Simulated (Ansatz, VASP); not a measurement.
# One calculation of EuS, two programs

File INCAR:

```
PREC = Accurate
ENCUT = 600
EDIFF = 1E-6
ISMEAR = 0
SIGMA = 0.1
LREAL = False
LASPH = True
NELM = 200
ALGO = Normal
ISIF = 2
LWAVE = False
LCHARG = False
ISPIN = 2
MAGMOM = 7 -7 0 0
LORBIT = 11
LMAXMIX = 6
LDAU = True
LDAUTYPE = 2
LDAUL = 3 -1
LDAUU = 6.3 0
LDAUJ = 0 0
LDAUPRINT = 1
GGA = CA
NBANDS = 35
GGA_COMPAT = False
```

Contents of KPOINTS:

```
Automatic mesh
0
Gamma
  6 6 6
```

Contents of POSCAR:

```
EuS
1.0
    5.9570000000      2.9785000000      2.9785000000
    2.9785000000      5.9570000000      2.9785000000
    2.9785000000      2.9785000000      5.9570000000
Eu S
2 2
Direct
    0.0000000000      0.0000000000      0.0000000000
    0.5000000000      0.5000000000      0.5000000000
    0.2500000000      0.2500000000      0.2500000000
    0.7500000000      0.7500000000      0.7500000000
```

Input for Ansatz:

```yaml
crystal:
  lattice:
    - [5.957, 2.9785, 2.9785]
    - [2.9785, 5.957, 2.9785]
    - [2.9785, 2.9785, 5.957]
  atoms:
    - { symbol: Eu, position: [0.0, 0.0, 0.0], spin: 7.0 }
    - { symbol: Eu, position: [0.5, 0.5, 0.5], spin: -7.0 }
    - { symbol: S, position: [0.25, 0.25, 0.25] }
    - { symbol: S, position: [0.75, 0.75, 0.75] }
magnetization:
  spin_polarized: true
hamiltonian:
  xc: lda
  pseudopotentials: { kind: paw }
  hubbard: { sites: [{ species: Eu, l: f, u_eff: 6.3 }] }
basis:
  ecutwfc: 420
kpoints:
  mp_grid: { grid: [6, 6, 6] }
scf:
  occupations: { method: gaussian, width: 0.1 }
  lower_state_search: "off"
output:
  forces: true
  stress: true
```

Alike in both runs: task single point; functional LDA; k mesh 6 × 6 × 6; occupations gaussian, width 0.1 eV; collinear spin; Hubbard terms Eu f U = 6.3 eV.

|  | VASP | Ansatz |
| --- | --- | --- |
| version | VASP 6.6.1 | Ansatz 0.2.0 |
| potentials or method | VASP PAW PBE potentials, release 64 (Eu, S), cutoff 600 eV | PAW, plane waves, scalar-relativistic |
| valence electrons in the cell | 46 | 46 |

```csv
,VASP,Ansatz,Ansatz less VASP
pressure (GPa),-3.4,-3.9,-0.53
net moment per atom (μB),0.00,0.00,0.000
size of the moment on the site where the two differ most (μB),6.75,6.86,+0.114
```

VASP's potentials were made for PBE, not for LDA. LDA's correlation is that of Perdew and Zunger in VASP and of Perdew and Wang (1992) in Ansatz. Site moments also hang on the region over which each program counts them. The programs project onto different local orbitals, so the same U acts differently, and such runs can settle in different states.

Neither program's run includes spin-orbit coupling.
